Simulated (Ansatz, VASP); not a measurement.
## B: VASP beside Ansatz

File INCAR:

```
ALGO = Normal ; EDIFF = 1E-7
ENCUT = 520 ; ISIF = 2
ISMEAR = -1 ; LASPH = T
LCHARG = F ; LREAL = F
LWAVE = F ; NBANDS = 10
NELM = 60 ; PREC = Accurate
SIGMA = 0.05
```

Contents of KPOINTS:

```
k-points
0
Gamma
  16 16 9
```

File POSCAR:

```
B
1.0
    2.1003865828      0.0000000000      0.0000000000
   -1.0501932914      1.8189881384      0.0000000000
    0.0000000000      0.0000000000      3.4026262641
B
2
Direct
    0.3133333333      0.6566666667      0.2350000000
    0.6866666667      0.3433333333      0.7650000000
```

Input for Ansatz:

```yaml
crystal:
  lattice:
    - [2.1003865828, 0.0, 0.0]
    - [-1.0501932914, 1.8189881384, 0.0]
    - [0.0, 0.0, 3.4026262641]
  atoms:
    - { symbol: B, position: [0.3133333333, 0.6566666667, 0.235] }
    - { symbol: B, position: [0.6866666667, 0.3433333333, 0.765] }
kpoints:
  mp_grid: { grid: [16, 16, 9] }
scf:
  occupations: { method: fermi_dirac, width: 0.05 }
hamiltonian:
  xc: lda
  pseudopotentials: { kind: paw }
output:
  forces: true
  stress: true
  eigenvalues: true
  populations: true
```

Change from the starting cell: shortest bond scaled by 0.94, PAW files.

Alike in both runs: task single point; functional LDA; k mesh 16 × 16 × 9; occupations fermi-dirac, width 0.05 eV; no spin polarisation.

```csv
,VASP,Ansatz
version,VASP 6.6.1,Ansatz 0.2.0
potentials or method,"VASP PAW LDA potentials, release 64 (B)","PAW with Ansatz's default frozen-core files, scalar-relativistic"
plane-wave cutoff (eV),520,420
valence electrons in the cell,6,6
```

VASP gave:

```
pressure (GPa)                                                : -23.8
traceless stress, the component that is largest in VASP (GPa) : 12.97
rms of the force components (eV/Å)                            : 0.030
```

Estimate Ansatz's values.

pressure (GPa): -24.1; traceless stress, the component that is largest in VASP (GPa): 13.00; rms of the force components (eV/Å): 0.029.

LDA's correlation is that of Perdew and Zunger in VASP and of Perdew and Wang (1992) in Ansatz. Atom by atom the forces differ by 0.003 eV/Å (rms over components).
